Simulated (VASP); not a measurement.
# MoS2 (Pm) in VASP: single point with PBE

Aim: the single point of MoS2 with PBE.

Everything below comes from runs of VASP 6.6.1. Logs are shortened: lines on timing, memory, paths and dates and some standing lists are left out, and cuts for length are marked.

## 1. The cell of the first run

It takes space group Pm (No. 6, monoclinic). Conventional cell: a = 3.186 Å, b = 14.510 Å, c = 3.186 Å, α = 90.00°, β = 120.00°, γ = 90.00°. Within 3.1 Å of Mo (site symmetry m) lie 6 S at 2.35 to 2.48 Å. Within 3.2 Å of Mo (site symmetry m) lie 6 S at 2.41 Å and 6 Mo at 3.19 Å. S (site symmetry 1) has 3 Mo at 2.41 Å and 7 S at 3.13 to 3.19 Å within 3.2 Å. Within 3.1 Å of S (site symmetry 1) lie 3 Mo at 2.35 to 2.48 Å.

## 2. Single point, PBE (atom 1 (Mo) moved -0.100 Å towards its neighbour atom 1 (Mo) at 3.186 Å)

INCAR

```
ALGO = Normal
EDIFF = 1E-7
ENCUT = 520
GGA = PE
ISIF = 2
ISMEAR = 0
LASPH = T
LCHARG = F
LREAL = F
LWAVE = F
NBANDS = 35
NELM = 80
PREC = Accurate
SIGMA = 0.05
```

KPOINTS

```
k-points
0
Gamma
  12 12 2
```

POSCAR

```
MoS2
1.0
    3.1855822578      0.0000000000      0.0000000000
   -1.5927911289      2.7587951611      0.0000000000
    0.0000000000      0.0000000000     14.5104515858
Mo S
2 4
Direct
    0.3647247688      0.6980581022      0.2500000000
    0.6666666667      0.3333333333      0.7500000000
    0.3333333333      0.6666666667      0.6423151295
    0.6666666667      0.3333333333      0.1423151295
    0.3333333333      0.6666666667      0.8576848705
    0.6666666667      0.3333333333      0.3576848705
```

Potentials or basis: VASP PAW PBE potentials, release 64 (Mo_sv, S).

Started as:

```sh
> cat potpaw_PBE.64/Mo_sv/POTCAR potpaw_PBE.64/S/POTCAR > POTCAR
> mpirun -np 1 vasp_std > vasp.out
```

OUTCAR:

```text
EDIFF = 1E-7
   ENCUT = 520
   GGA = PE
   ISIF = 2
   ISMEAR = 0
   LASPH = T
   LREAL = F
   NELM = 80
   PREC = Accurate

 ion  position               nearest neighbor table
   1  0.365  0.698  0.250-   4 2.35   6 2.35   4 2.42   6 2.42   4 2.48   6 2.48
   2  0.667  0.333  0.750-   3 2.41   5 2.41   3 2.41   5 2.41   3 2.41   5 2.41
   3  0.333  0.667  0.642-   2 2.41   2 2.41   2 2.41
   4  0.667  0.333  0.142-   1 2.35   1 2.42   1 2.48
   5  0.333  0.667  0.858-   2 2.41   2 2.41   2 2.41
   6  0.667  0.333  0.358-   1 2.35   1 2.42   1 2.48

  LATTYP: Found a hexagonal cell.
 ALAT       =     3.1855822578
 C/A-ratio  =     4.5550390514

  Lattice vectors:

 A1 = (   3.1855822578,   0.0000000000,   0.0000000000)
 A2 = (  -1.5927911289,   2.7587951611,   0.0000000000)
 A3 = (   0.0000000000,   0.0000000000,  14.5104515858)

Analysis of symmetry for initial positions (statically):
=====================================================================
 Subroutine PRICEL returns:
 Original cell was already a primitive cell.

 Routine SETGRP: Setting up the symmetry group for a
 hexagonal supercell.

 Subroutine GETGRP returns: Found  2 space group operations
 (whereof  1 operations were pure point group operations)
 out of a pool of 24 trial point group operations.

The static configuration has the point symmetry C_1 .
 The point group associated with its full space group is C_1h.

Analysis of symmetry for dynamics (positions and initial velocities):
=====================================================================
 Subroutine PRICEL returns:
 Original cell was already a primitive cell.

 Routine SETGRP: Setting up the symmetry group for a
 hexagonal supercell.

 Subroutine GETGRP returns: Found  2 space group operations
 (whereof  1 operations were pure point group operations)
 out of a pool of 24 trial point group operations.

The dynamic configuration has the point symmetry C_1 .
 The point group associated with its full space group is C_1h.

 Subroutine INISYM returns: Found  2 space group operations
 (whereof  1 operations are pure point group operations),
 and found     1 'primitive' translations

----------------------------------------------------------------------------------------

                                     Primitive cell

  volume of cell :     127.5232

  direct lattice vectors                    reciprocal lattice vectors
     3.185582258  0.000000000  0.000000000     0.313914355  0.181238537  0.000000000
    -1.592791129  2.758795161  0.000000000     0.000000000  0.362477075  0.000000000
     0.000000000  0.000000000 14.510451586     0.000000000  0.000000000  0.068915843

  length of vectors
     3.185582258  3.185582258 14.510451586     0.362477075  0.362477075  0.068915843

  position of ions in fractional coordinates (direct lattice)
     0.364724769  0.698058102  0.250000000
     0.666666667  0.333333333  0.750000000
     0.333333333  0.666666667  0.642315129
     0.666666667  0.333333333  0.142315129
     0.333333333  0.666666667  0.857684871
     0.666666667  0.333333333  0.357684871

  ion indices of the primitive-cell ions
   primitive index   ion index
                 1           1
                 2           2
                 3           3
                 4           4
                 5           5
                 6           6

----------------------------------------------------------------------------------------

 KPOINTS: k-points

Automatic generation of k-mesh.
 Grid dimensions read from file:
 generate k-points for:   12   12    2

 Generating k-lattice:

  Cartesian coordinates                     Fractional coordinates (reciprocal lattice)
     0.026159530  0.015103211  0.000000000     0.083333333  0.000000000  0.000000000
     0.000000000  0.030206423  0.000000000     0.000000000  0.083333333  0.000000000
     0.000000000  0.000000000  0.034457921     0.000000000  0.000000000  0.500000000

  Length of vectors
     0.030206423  0.030206423  0.034457921

  Shift w.r.t. Gamma in fractional coordinates (k-lattice)
     0.000000000  0.000000000  0.000000000

 Subroutine IBZKPT returns following result:
 ===========================================

 Found    148 irreducible k-points:

 Following reciprocal coordinates:
            Coordinates               Weight
  0.000000  0.000000  0.000000      1.000000
  0.083333 -0.000000  0.000000      2.000000
  0.000000  0.083333  0.000000      2.000000
 -0.083333  0.083333  0.000000      2.000000
  0.166667 -0.000000  0.000000      2.000000
  0.000000  0.166667  0.000000      2.000000
[... 16 lines left out ...]
  0.166667  0.083333  0.000000      2.000000
 -0.083333  0.250000  0.000000      2.000000
 [... further k-points ...]
   k-points           NKPTS =    148   k-points in BZ     NKDIM =    148   number of bands    NBANDS=     35
   number of dos      NEDOS =    301   number of ions     NIONS =      6
   total plane-waves  NPLWV =  62208
   dimension x,y,z NGX =    24 NGY =   24 NGZ =  108
   dimension x,y,z NGXF=    48 NGYF=   48 NGZF=  216
   ions per type =               2   4
   NGX,Y,Z   is equivalent  to a cutoff of  12.52, 12.52, 12.37 a.u.
   NGXF,Y,Z  is equivalent  to a cutoff of  25.05, 25.05, 24.75 a.u.
 SYSTEM =  unknown system
   PREC   = accura    normal or accurate (medium, high low for compatibility)
   ISTART =      0    job   : 0-new  1-cont  2-samecut
   ICHARG =      2    charge: 1-file 2-atom 10-const
   ISPIN  =      1    spin polarized calculation?
   LNONCOLLINEAR =      F non collinear calculations
   LSORBIT =      F    spin-orbit coupling
   LASPH  =      T    aspherical Exc in radial PAW
   ENCUT  =  520.0 eV  38.22 Ry    6.18 a.u.   5.92  5.92 26.98*2*pi/ulx,y,z
   NELM   =     80;   NELMIN=  2; NELMDL= -5     # of ELM steps
   EDIFF  = 0.1E-06   stopping-criterion for ELM
   LREAL  =      F    real-space projection
   EDIFFG = 0.1E-05   stopping-criterion for IOM
   NSW    =      0    number of steps for IOM
   IBRION =     -1    ionic relax: 0-MD 1-quasi-New 2-CG
   NFREE  =      0    steps in history (QN), initial steepest desc. (CG)
   ISIF   =      2    stress and relaxation
   ISYM   =      2    0-nonsym 1-usesym 2-fastsym
   POTIM  = 0.5000    time-step for ionic-motion
   TEBEG  =    0.0;   TEEND  =   0.0 temperature during run
   PSTRESS=    0.0 pullay stress
   NELECT =      52.0000    total number of electrons
   NUPDOWN=      -1.0000    fix difference up-down
   EMIN   =  10.00;   EMAX   =-10.00  energy-range for DOS
   EFERMI =   0.00;   METHOD = LEGACY
   ISMEAR =     0;   SIGMA  =   0.05  broadening in eV -4-tet -1-fermi 0-gaus
   EFERMI_NEDOS =   21; number of points for ismear=-14 and -15
   IALGO  =     38    algorithm
   IMIX   =      4    mixing-type and parameters
     AMIX     =   0.40;   BMIX     =  1.00
     AMIX_MAG =   1.60;   BMIX_MAG =  1.00
  volume/ion in A,a.u.               =      21.25       143.43
  Fermi-wavevector in a.u.,A,eV,Ry     =   1.213984  2.294097 20.051675  1.473757
  Thomas-Fermi vector in A             =   2.349418
   LORBIT       =      0    0 simple, 1 ext, 2 COOP (PROOUT), +10 PAW based schemes
   GGA     = PE    functional components
   LHFCALC =     F    Hartree Fock is set to
   AEXX    =    0.0000 exact exchange contribution
   IVDW    =     0    specifies the selected vdW correction
   LEPSILON=     F    determine dielectric tensor
   LRPA    =     F    only Hartree local field effects (RPA)
 non-spin polarized calculation
 Gauss-broadening in eV      SIGMA  =   0.05
  energy-cutoff  :      520.00
  volume of cell :      127.52
 maximum number of plane-waves:      3466
   NGX = 11   NGY = 11   NGZ = 53

 number of electron      52.0000005 magnetization

 Free energy of the ion-electron system (eV)
  ---------------------------------------------------
  ext. energy  EPLUGINS =         0.00000000
  ---------------------------------------------------
  free energy    TOTEN  =       -43.61748122 eV

  energy without entropy =      -43.61748122  energy(sigma->0) =      -43.61748122

 E-fermi :   5.3527     XC(G=0):  -9.5834

 val. band max:        5.0285556678   @ k =   0.0000   0.0000   0.0000
 cond. band min:       6.4551739635   @ k =   0.3333   0.3333   0.0000
 fundamental gap:      1.4266182957
 Fermi energy:         5.3526811265

 k-point     1 :       0.0000    0.0000    0.0000
  band No.  band energies     occupation
      1     -56.0767      2.00000
      2     -56.0687      2.00000
      3     -30.2152      2.00000
      4     -30.2140      2.00000
      5     -30.0162      2.00000
      6     -30.0128      2.00000
[... 27 lines left out ...]
     34       8.0515      0.00000
     35      10.7227      0.00000

 k-point     2 :       0.0833   -0.0000    0.0000
  band No.  band energies     occupation
      1     -56.0743      2.00000
      2     -56.0663      2.00000
      3     -30.2105      2.00000
      4     -30.2090      2.00000
      5     -30.0379      2.00000
      6     -30.0246      2.00000
[... 27 lines left out ...]
     34       8.1757      0.00000
     35      11.1311      0.00000

 k-point     3 :       0.0000    0.0833    0.0000
  band No.  band energies     occupation
      1     -56.0743      2.00000
      2     -56.0662      2.00000
      3     -30.2101      2.00000
      4     -30.2090      2.00000
      5     -30.0408      2.00000
      6     -30.0380      2.00000
[... 27 lines left out ...]
     34       7.9064      0.00000
     35      11.1223      0.00000

 k-point     4 :      -0.0833    0.0833    0.0000
  band No.  band energies     occupation
      1     -56.0743      2.00000
      2     -56.0662      2.00000
      3     -30.2103      2.00000
      4     -30.2090      2.00000
      5     -30.0380      2.00000
      6     -30.0368      2.00000
[... 27 lines left out ...]
     34       8.0873      0.00000
     35      11.1316      0.00000

 k-point     5 :       0.1667   -0.0000    0.0000
  band No.  band energies     occupation
      1     -56.0675      2.00000
      2     -56.0596      2.00000
      3     -30.1975      2.00000
      4     -30.1956      2.00000
      5     -30.1063      2.00000
      6     -30.0869      2.00000
[... 638 lines left out ...]
 k-point    22 :      -0.1667    0.0833    0.0000
  band No.  band energies     occupation
      1     -56.0697      2.00000
      2     -56.0617      2.00000
      3     -30.2016      2.00000
      4     -30.1999      2.00000
      5     -30.0834      2.00000
      6     -30.0668      2.00000
[... 27 lines left out ...]
     34       8.4321      0.00000
     35      11.6385      0.00000

 k-point    23 :       0.1667    0.0833    0.0000
  band No.  band energies     occupation
      1     -56.0617      2.00000
      2     -56.0537      2.00000
      3     -30.1857      2.00000
      4     -30.1840      2.00000
      5     -30.1605      2.00000
      6     -30.1465      2.00000
[... 27 lines left out ...]
     34       8.6945      0.00000
     35      12.0583      0.00000

 k-point    24 :      -0.0833    0.2500    0.0000
  band No.  band energies     occupation
      1     -56.0617      2.00000
      2     -56.0535      2.00000
      3     -30.1841      2.00000
      4     -30.1840      2.00000
      5     -30.1679      2.00000
      6     -30.1605      2.00000
[... 27 lines left out ...]
     34       8.5587      0.00000
     35      12.0723      0.00000

 [... further k-points ...]
[... 5 lines left out ...]
  --------------------------------------------------------------------------------------
  -------------------------------------------------------------------------------------
  Total       -0.4615855      0.5612613      0.2394242     -0.3196863      0.0000000      0.0000000
  in kB       -5.7992722      7.0515804      3.0080804     -4.0164785      0.0000000      0.0000000
  external PRESSURE =       1.4201295 kB  Pullay stress =       0.0000000 kB

 VOLUME and BASIS-vectors are now :
 -----------------------------------------------------------------------------
  energy-cutoff  :      520.00
  volume of cell :      127.52
      direct lattice vectors                 reciprocal lattice vectors
     3.185582258  0.000000000  0.000000000     0.313914355  0.181238537  0.000000000
    -1.592791129  2.758795161  0.000000000     0.000000000  0.362477075  0.000000000
     0.000000000  0.000000000 14.510451586     0.000000000  0.000000000  0.068915843

 POSITION                                       TOTAL-FORCE (eV/Angst)
 -----------------------------------------------------------------------------------
      0.05000      1.92580      3.62761        -0.939790     -1.703535     -0.000000
      1.59279      0.91960     10.88284         0.000175      0.000265     -0.000000
     -0.00000      1.83920      9.32028         0.000013      0.000062      0.014913
      1.59279      0.91960      2.06506         0.469794      0.851573     -0.095691
     -0.00000      1.83920     12.44539         0.000013      0.000062     -0.014913
      1.59279      0.91960      5.19017         0.469794      0.851573      0.095691
 -----------------------------------------------------------------------------------
    total drift:                               -0.000006     -0.000011     -0.000000

  FREE ENERGIE OF THE ION-ELECTRON SYSTEM (eV)
  ---------------------------------------------------
  free  energy   TOTEN  =       -43.6174812173 eV

  energy  without entropy=      -43.6174812173  energy(sigma->0) =      -43.61748122
```

Run time: 7.8 min. Hardware: 1 thread of Intel Xeon Platinum 8124M at 3.00GHz (Skylake/Cascade Lake), shared host; peak memory 0.6 GiB.

What came out:

* Free energy: -43.6175 eV
* Pressure: 0.1 GPa
* Largest force: 1.946 eV/Å
* Band gap on the k mesh: 1.43 eV, indirect (least direct gap 1.64 eV)

Forces in eV/Å, atoms in the order of the input:
```
Mo  -0.940 -1.704  0.000
Mo   0.000  0.000  0.000
S    0.000  0.000  0.015
S    0.470  0.852 -0.096
S    0.000  0.000 -0.015
S    0.470  0.852  0.096
```

Caveat: the cell differs from its parent crystal (atom 1 (Mo) moved -0.100 Å towards its neighbour atom 1 (Mo) at 3.186 Å); this functional lacks dispersion, which binds the layers, so the pressure and a relaxed spacing across them are unreliable; forces of over 1 eV/Å act on the atoms, so gaps and moduli don't describe the material at rest. A k mesh can miss the band edges.
